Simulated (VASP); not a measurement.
# CdS (F-43m) in VASP: single point with LDA

Aim: the single point of CdS with LDA.

Everything below comes from runs of VASP 6.6.1. Logs are shortened: lines on timing, memory, paths and dates and some standing lists are left out, and cuts for length are marked.

### 1 The cell of the first run

Symmetry: F-43m, No. 216, cubic system. The conventional cell has a = 5.703 Å, b = 5.703 Å, c = 5.703 Å, α = 90.00°, β = 90.00°, γ = 90.00°. Cd (site symmetry -43m) has 4 S at 2.47 Å within 3.3 Å. S (site symmetry -43m) has 4 Cd at 2.47 Å within 3.3 Å.

### 2 Single point, LDA

File INCAR:

```
SYSTEM = CdS
ALGO = Normal
EDIFF = 1E-6
ENCUT = 630
GGA_COMPAT = .False.
ISIF = 2
ISMEAR = 0
LASPH = .True.
LCHARG = .False.
LREAL = .False.
LWAVE = .False.
NBANDS = 20
NELM = 120
PREC = Accurate
SIGMA = 0.01
```

File KPOINTS:

```
k-points
0
Gamma
  8 8 8
  0 0 0
```

File POSCAR:

```
CdS
1.0
    2.8513923988      2.8513923988      0.0000000000
   -2.8513923988      2.8513923988      0.0000000000
    0.0000000000      2.8513923988      2.8513923988
Cd S
1 1
Direct
    0.0000000000      0.0000000000      0.0000000000
    0.7500000000      0.2500000000      0.5000000000
```

Potentials or basis: VASP PAW LDA potentials, release 64 (Cd_sv_GW, S).

Started as:

```
$ cat potpaw_LDA.64/Cd_sv_GW/POTCAR potpaw_LDA.64/S/POTCAR > POTCAR
$ mpirun -np 1 vasp_std > vasp.out
```

OUTCAR:

```text
SYSTEM = CdS
   EDIFF = 1E-6
   ENCUT = 630
   ISIF = 2
   ISMEAR = 0
   LASPH = .True.
   LREAL = .False.
   NELM = 120
   PREC = Accurate

 ion  position               nearest neighbor table
   1  0.000  0.000  0.000-   2 2.47   2 2.47   2 2.47   2 2.47
   2  0.750  0.250  0.500-   1 2.47   1 2.47   1 2.47   1 2.47

  LATTYP: Found a face centered cubic cell.
 ALAT       =     5.7027847976

  Lattice vectors:

 A1 = (   0.0000000000,   2.8513923988,   2.8513923988)
 A2 = (   2.8513923988,   0.0000000000,   2.8513923988)
 A3 = (   2.8513923988,   2.8513923988,   0.0000000000)

Analysis of symmetry for initial positions (statically):
=====================================================================
 Subroutine PRICEL returns:
 Original cell was already a primitive cell.

 Routine SETGRP: Setting up the symmetry group for a
 face centered cubic supercell.

 Subroutine GETGRP returns: Found 24 space group operations
 (whereof 24 operations were pure point group operations)
 out of a pool of 48 trial point group operations.

The static configuration has the point symmetry T_d .

Analysis of symmetry for dynamics (positions and initial velocities):
=====================================================================
 Subroutine PRICEL returns:
 Original cell was already a primitive cell.

 Routine SETGRP: Setting up the symmetry group for a
 face centered cubic supercell.

 Subroutine GETGRP returns: Found 24 space group operations
 (whereof 24 operations were pure point group operations)
 out of a pool of 48 trial point group operations.

The dynamic configuration has the point symmetry T_d .

 Subroutine INISYM returns: Found 24 space group operations
 (whereof 24 operations are pure point group operations),
 and found     1 'primitive' translations

----------------------------------------------------------------------------------------

                                     Primitive cell

  volume of cell :      46.3661

  direct lattice vectors                    reciprocal lattice vectors
     2.851392399  2.851392399  0.000000000     0.175352926  0.175352926 -0.175352926
    -2.851392399  2.851392399  0.000000000    -0.175352926  0.175352926 -0.175352926
     0.000000000  2.851392399  2.851392399     0.000000000  0.000000000  0.350705852

  length of vectors
     4.032477802  4.032477802  4.032477802     0.303720177  0.303720177  0.350705852

  position of ions in fractional coordinates (direct lattice)
     0.000000000  0.000000000  0.000000000
     0.750000000  0.250000000  0.500000000

  ion indices of the primitive-cell ions
   primitive index   ion index
                 1           1
                 2           2

----------------------------------------------------------------------------------------

 KPOINTS: k-points

Automatic generation of k-mesh.
 Grid dimensions read from file:
 generate k-points for:    8    8    8

 Generating k-lattice:

  Cartesian coordinates                     Fractional coordinates (reciprocal lattice)
     0.021919116  0.021919116 -0.021919116     0.125000000  0.000000000  0.000000000
    -0.021919116  0.021919116 -0.021919116     0.000000000  0.125000000  0.000000000
     0.000000000  0.000000000  0.043838231     0.000000000  0.000000000  0.125000000

  Length of vectors
     0.037965022  0.037965022  0.043838231

  Shift w.r.t. Gamma in fractional coordinates (k-lattice)
     0.000000000  0.000000000  0.000000000

 Subroutine IBZKPT returns following result:
 ===========================================

 Found     29 irreducible k-points:

 Following reciprocal coordinates:
            Coordinates               Weight
  0.000000  0.000000  0.000000      1.000000
  0.125000  0.000000  0.000000      8.000000
  0.250000  0.000000  0.000000      8.000000
  0.375000  0.000000  0.000000      8.000000
  0.500000  0.000000  0.000000      4.000000
  0.125000  0.125000  0.000000     12.000000
[... 16 lines left out ...]
  0.375000  0.250000  0.125000     48.000000
  0.500000  0.250000  0.125000     24.000000
 [... further k-points ...]
   k-points           NKPTS =     29   k-points in BZ     NKDIM =     29   number of bands    NBANDS=     20
   number of dos      NEDOS =    301   number of ions     NIONS =      2
   total plane-waves  NPLWV =  46656
   dimension x,y,z NGX =    36 NGY =   36 NGZ =   36
   dimension x,y,z NGXF=    72 NGYF=   72 NGZF=   72
   ions per type =               1   1
   NGX,Y,Z   is equivalent  to a cutoff of  14.84, 14.84, 14.84 a.u.
   NGXF,Y,Z  is equivalent  to a cutoff of  29.68, 29.68, 29.68 a.u.
 SYSTEM =  CdS
   PREC   = accura    normal or accurate (medium, high low for compatibility)
   ISTART =      0    job   : 0-new  1-cont  2-samecut
   ICHARG =      2    charge: 1-file 2-atom 10-const
   ISPIN  =      1    spin polarized calculation?
   LNONCOLLINEAR =      F non collinear calculations
   LSORBIT =      F    spin-orbit coupling
   LASPH  =      T    aspherical Exc in radial PAW
   ENCUT  =  630.0 eV  46.30 Ry    6.80 a.u.   8.25  8.25  8.25*2*pi/ulx,y,z
   NELM   =    120;   NELMIN=  2; NELMDL= -5     # of ELM steps
   EDIFF  = 0.1E-05   stopping-criterion for ELM
   LREAL  =      F    real-space projection
   EDIFFG = 0.1E-04   stopping-criterion for IOM
   NSW    =      0    number of steps for IOM
   IBRION =     -1    ionic relax: 0-MD 1-quasi-New 2-CG
   NFREE  =      0    steps in history (QN), initial steepest desc. (CG)
   ISIF   =      2    stress and relaxation
   ISYM   =      2    0-nonsym 1-usesym 2-fastsym
   POTIM  = 0.5000    time-step for ionic-motion
   TEBEG  =    0.0;   TEEND  =   0.0 temperature during run
   PSTRESS=    0.0 pullay stress
   NELECT =      26.0000    total number of electrons
   NUPDOWN=      -1.0000    fix difference up-down
   EMIN   =  10.00;   EMAX   =-10.00  energy-range for DOS
   EFERMI =   0.00;   METHOD = LEGACY
   ISMEAR =     0;   SIGMA  =   0.01  broadening in eV -4-tet -1-fermi 0-gaus
   EFERMI_NEDOS =   21; number of points for ismear=-14 and -15
   IALGO  =     38    algorithm
   IMIX   =      4    mixing-type and parameters
     AMIX     =   0.40;   BMIX     =  1.00
     AMIX_MAG =   1.60;   BMIX_MAG =  1.00
  volume/ion in A,a.u.               =      23.18       156.45
  Fermi-wavevector in a.u.,A,eV,Ry     =   1.349995  2.551121 24.796450  1.822488
  Thomas-Fermi vector in A             =   2.477536
   LORBIT       =      0    0 simple, 1 ext, 2 COOP (PROOUT), +10 PAW based schemes
   GGA     = CA    functional components
   LHFCALC =     F    Hartree Fock is set to
   AEXX    =    0.0000 exact exchange contribution
   IVDW    =     0    specifies the selected vdW correction
   LEPSILON=     F    determine dielectric tensor
   LRPA    =     F    only Hartree local field effects (RPA)
 non-spin polarized calculation
 Gauss-broadening in eV      SIGMA  =   0.01
  energy-cutoff  :      630.00
  volume of cell :       46.37
 maximum number of plane-waves:      1687
 NGX is ok and might be reduce to    36
   NGX = 17   NGY = 17   NGZ = 17

 number of electron      25.9999995 magnetization

 Free energy of the ion-electron system (eV)
  ---------------------------------------------------
  ext. energy  EPLUGINS =         0.00000000
  ---------------------------------------------------
  free energy    TOTEN  =        -7.43884075 eV

  energy without entropy =       -7.43884075  energy(sigma->0) =       -7.43884075

 E-fermi :   3.4860     XC(G=0): -10.0370

 val. band max:        3.3442136557   @ k =   0.0000   0.0000   0.0000
 cond. band min:       4.3697194011   @ k =   0.0000   0.0000   0.0000
 fundamental gap:      1.0255057454
 Fermi energy:         3.4859537425

 k-point     1 :       0.0000    0.0000    0.0000
  band No.  band energies     occupation
      1     -97.5612      2.00000
      2     -58.9522      2.00000
      3     -58.9522      2.00000
      4     -58.9522      2.00000
      5      -9.4524      2.00000
      6      -4.7124      2.00000
[... 12 lines left out ...]
     19      14.8934      0.00000
     20      14.8934      0.00000

 k-point     2 :       0.1250    0.0000    0.0000
  band No.  band energies     occupation
      1     -97.5612      2.00000
      2     -58.9523      2.00000
      3     -58.9522      2.00000
      4     -58.9522      2.00000
      5      -9.3776      2.00000
      6      -4.6854      2.00000
[... 12 lines left out ...]
     19      14.1930      0.00000
     20      15.2555      0.00000

 k-point     3 :       0.2500    0.0000    0.0000
  band No.  band energies     occupation
      1     -97.5612      2.00000
      2     -58.9526      2.00000
      3     -58.9522      2.00000
      4     -58.9522      2.00000
      5      -9.1952      2.00000
      6      -4.6272      2.00000
[... 12 lines left out ...]
     19      13.9208      0.00000
     20      14.4830      0.00000

 k-point     4 :       0.3750    0.0000    0.0000
  band No.  band energies     occupation
      1     -97.5612      2.00000
      2     -58.9530      2.00000
      3     -58.9523      2.00000
      4     -58.9523      2.00000
      5      -9.0126      2.00000
      6      -4.5827      2.00000
[... 12 lines left out ...]
     19      14.8105      0.00000
     20      14.8105      0.00000

 k-point     5 :       0.5000    0.0000    0.0000
  band No.  band energies     occupation
      1     -97.5612      2.00000
      2     -58.9532      2.00000
      3     -58.9523      2.00000
      4     -58.9523      2.00000
      5      -8.9376      2.00000
      6      -4.5693      2.00000
[... 12 lines left out ...]
     19      15.8766      0.00000
     20      15.8766      0.00000
[... 353 lines left out ...]
      6      -4.4900      2.00000
[... 12 lines left out ...]
     19      15.5075      0.00000
     20      16.8078      0.00000

 k-point    22 :       0.2500    0.2500    0.1250
  band No.  band energies     occupation
      1     -97.5612      2.00000
      2     -58.9527      2.00000
      3     -58.9524      2.00000
      4     -58.9523      2.00000
      5      -9.0613      2.00000
      6      -4.5693      2.00000
[... 12 lines left out ...]
     19      15.3478      0.00000
     20      17.1594      0.00000

 k-point    23 :       0.3750    0.2500    0.1250
  band No.  band energies     occupation
      1     -97.5612      2.00000
      2     -58.9529      2.00000
      3     -58.9525      2.00000
      4     -58.9523      2.00000
      5      -8.9179      2.00000
      6      -4.5262      2.00000
[... 12 lines left out ...]
     19      16.1911      0.00000
     20      16.4444      0.00000

 k-point    24 :       0.5000    0.2500    0.1250
  band No.  band energies     occupation
      1     -97.5612      2.00000
      2     -58.9531      2.00000
      3     -58.9526      2.00000
      4     -58.9524      2.00000
      5      -8.8596      2.00000
      6      -4.5217      2.00000
[... 12 lines left out ...]
     19      15.5473      0.00000
     20      16.5460      0.00000

 [... further k-points ...]
[... 5 lines left out ...]
  --------------------------------------------------------------------------------------
  -------------------------------------------------------------------------------------
  Total        0.5936734      0.5936734      0.5936734      0.0000000      0.0000000     -0.0000000
  in kB       20.5143250     20.5143250     20.5143250      0.0000000      0.0000000     -0.0000000
  external PRESSURE =      20.5143250 kB  Pullay stress =       0.0000000 kB

 VOLUME and BASIS-vectors are now :
 -----------------------------------------------------------------------------
  energy-cutoff  :      630.00
  volume of cell :       46.37
      direct lattice vectors                 reciprocal lattice vectors
     2.851392399  2.851392399  0.000000000     0.175352926  0.175352926 -0.175352926
    -2.851392399  2.851392399  0.000000000    -0.175352926  0.175352926 -0.175352926
     0.000000000  2.851392399  2.851392399     0.000000000  0.000000000  0.350705852

 POSITION                                       TOTAL-FORCE (eV/Angst)
 -----------------------------------------------------------------------------------
      0.00000      0.00000      0.00000         0.000000     -0.000000      0.000000
      1.42570      4.27709      1.42570        -0.000000      0.000000      0.000000
 -----------------------------------------------------------------------------------
    total drift:                               -0.000000      0.000000      0.000000

  FREE ENERGIE OF THE ION-ELECTRON SYSTEM (eV)
  ---------------------------------------------------
  free  energy   TOTEN  =        -7.4388407547 eV

  energy  without entropy=       -7.4388407547  energy(sigma->0) =       -7.43884075
```

It took 32 s on 1 thread of Intel Xeon Platinum 8259CL at 2.50GHz (Skylake/Cascade Lake), shared host; peak memory 0.2 GiB.

What came out:

| Quantity | Value |
| --- | --- |
| Free energy | -7.4388 eV |
| Pressure | 2.1 GPa |
| Band gap on the k mesh | 1.03 eV |
